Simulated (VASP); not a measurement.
## TlBiW2O8: single point with LDA

TlBiW2O8:

```
CELL_PARAMETERS angstrom
5.56094 -5.52276 0.00000
5.56094 5.52276 0.00000
-4.90969 0.00000 5.83648
ATOMIC_POSITIONS crystal
Tl 0.77950 0.29753 0.78184
Tl 0.22572 0.70712 0.21443
Bi 0.21987 0.81407 0.80310
Bi 0.81397 0.22707 0.28375
W 0.32559 0.29731 0.79329
W 0.67102 0.69344 0.17946
W 0.67124 0.67216 0.66872
W 0.30878 0.30684 0.29569
O 0.36944 0.25790 0.56390
O 0.62615 0.73532 0.41722
O 0.69751 0.60745 0.88415
O 0.26314 0.31770 0.05532
O 0.66231 0.93150 0.85891
O 0.28682 0.03157 0.12741
O 0.07538 0.33045 0.64392
O 0.92142 0.68973 0.34084
O 0.38465 0.60141 0.95556
O 0.58085 0.37483 0.02217
O 0.35984 0.58466 0.47721
O 0.61921 0.37151 0.42327
O 0.23321 0.02512 0.69069
O 0.71373 0.95042 0.23984
O 0.92345 0.66605 0.73219
O 0.04270 0.27510 0.20257
```

| Property | Result |
| --- | --- |
| Program | VASP 6.6.1 |
| Task | single point |
| Functional | LDA |
| Potentials or basis | VASP PAW LDA potentials, release 64 (Tl_d, Bi_d, W_sv, O) |
| Cutoff | 520 eV |
| k mesh | 1 × 1 × 2 |
| Occupations | fermi-dirac, width 0.05 eV |
| Spin | no spin polarisation |

```json
{"Pressure": "-3.9 GPa", "Largest force": "5.463 eV/Å", "Band gap on the k mesh": "2.43 eV"}
```

Forces on the atoms (eV/Å):
```
Tl  -0.465 -1.260 -0.180
Tl  -0.026  0.853  0.139
Bi  -0.102 -0.344 -1.230
Bi   0.786  0.262 -0.134
W   -4.269  1.170 -3.202
W    1.378 -0.540  2.168
W    1.686  2.573  1.759
W   -2.506 -0.102 -0.534
O    0.570 -0.268  0.219
O   -0.075 -0.044 -0.746
O   -0.496  0.563  0.508
O    2.947  0.879 -2.095
O   -0.122 -2.534 -2.011
O   -0.369 -0.497  0.504
O   -0.479  0.328 -0.480
O   -0.246 -0.136 -0.772
O    0.039  0.105 -0.431
O    1.693 -1.363  2.112
O    0.475 -0.921  1.793
O   -1.664  1.847  0.524
O    1.845  0.656  0.929
O   -1.624 -0.963 -0.120
O    0.937  0.868  0.528
O    0.089 -1.131  0.752
```

Stress tensor (GPa, compression positive):
```
-2.83 -0.87 -0.17
-0.87 -3.84 -1.77
-0.17 -1.77 -4.88
```

Levels at points of the mesh, in eV from the valence-band top:
```
           k point  band 100  band 101  band 102  band 103  band 104  band 105  band 106  band 107  band 108  band 109
(0.00, 0.00, 0.00)     -0.60     -0.32     -0.29     -0.01      0.00      2.43      2.84      2.89      3.24      3.30
(0.00, 0.00, 0.50)     -0.37     -0.33     -0.24     -0.16     -0.03      2.76      2.85      3.06      3.36      3.46
```

Run time: 5 min on 1 thread of AMD EPYC 7R43 64-Core Processor (Zen 3) (shared host), peak memory 0.36 GiB.

Caveat: the k points lie up to 0.80 Å⁻¹ apart; spin-orbit coupling is left out, which moves the levels of the heavy elements; forces of over 1 eV/Å act on the atoms, so gaps and moduli don't describe the material at rest. A k mesh can miss the band edges.
